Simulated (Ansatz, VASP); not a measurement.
## ZnS: VASP beside Ansatz

Contents of POSCAR:

```
ZnS
1.0
    3.8109987816      0.0000000000      0.0000000000
   -1.9054993908      3.3004217586      0.0000000000
    0.0000000000      0.0000000000      6.2340000000
Zn S
2 2
Direct
    0.3144571792      0.6666666667      0.0000000000
    0.6855428208      0.3333333333      0.5000000000
    0.2874136125      0.6666666667      0.3850000000
    0.7125863875      0.3333333333      0.8850000000
```

The input INCAR.step1:

```
ALGO = Normal
EDIFF = 1E-4
ENCUT = 520
GGA = PE
ISMEAR = 0
LASPH = True
LCHARG = False
LREAL = False
LWAVE = True
NBANDS = 26
NELM = 100
PREC = Accurate
SIGMA = 0.05
```

File INCAR.step2:

```
ALGO = Normal
EDIFF = 1E-6
ENCUT = 520
ISIF = 2
ISMEAR = 0
ISTART = 1
LASPH = True
LCHARG = True
LELF = True
LMIXTAU = True
LREAL = False
LVHAR = True
LWAVE = False
METAGGA = R2SCAN
NBANDS = 26
NELM = 100
PREC = Accurate
SIGMA = 0.05
```

File KPOINTS:

```
k-points
0
Gamma
  6 6 4
```

Input for Ansatz:

```yaml
crystal:
  lattice:
    - [3.8109987816, 0.0, 0.0]
    - [-1.9054993908, 3.3004217586, 0.0]
    - [0.0, 0.0, 6.234]
  atoms:
    - { symbol: Zn, position: [0.3144571792, 0.6666666667, 0.0] }
    - { symbol: Zn, position: [0.6855428208, 0.3333333333, 0.5] }
    - { symbol: S, position: [0.2874136125, 0.6666666667, 0.385] }
    - { symbol: S, position: [0.7125863875, 0.3333333333, 0.885] }
basis:
  ecutwfc: 500
kpoints:
  mp_grid: { grid: [6, 6, 4] }
hamiltonian:
  xc: r2scan
scf:
  occupations: { method: gaussian, width: 0.05 }
output:
  forces: true
  stress: true
  eigenvalues: true
```

Change from the starting cell: mode 10 (298.8 1/cm) frozen in, largest displacement +0.175 Å.

Alike in both runs: task single point; functional r2SCAN; k mesh 6 × 6 × 4; occupations gaussian, width 0.05 eV; no spin polarisation.

|  | VASP | Ansatz |
| --- | --- | --- |
| version | VASP 6.6.1 | Ansatz 0.2.0 |
| potentials or method | VASP PAW PBE potentials, release 64 (Zn, S), cutoff 520 eV | scalar-relativistic, plane waves, PAW |
| valence electrons in the cell | 36 | 36 |

Ansatz gave:

```
gap on the k mesh at the Fermi level (eV)                     : 2.76
least direct gap on the mesh (eV)                             : 2.76
pressure (GPa)                                                : 2.9
traceless stress, the component that is largest in VASP (GPa) : 7.39
rms of the force components (eV/Å)                            : 1.230
```

Task: Estimate VASP's values.

Result: gap on the k mesh at the Fermi level (eV): 2.77; least direct gap on the mesh (eV): 2.77; pressure (GPa): 3.0; traceless stress, the component that is largest in VASP (GPa): 7.45; rms of the force components (eV/Å): 1.243.

VASP's potentials were made for PBE, not for r2SCAN. Atom by atom the forces differ by 0.013 eV/Å (rms over components). With one functional, cell and mesh, what is left measures potentials, basis and numerics.
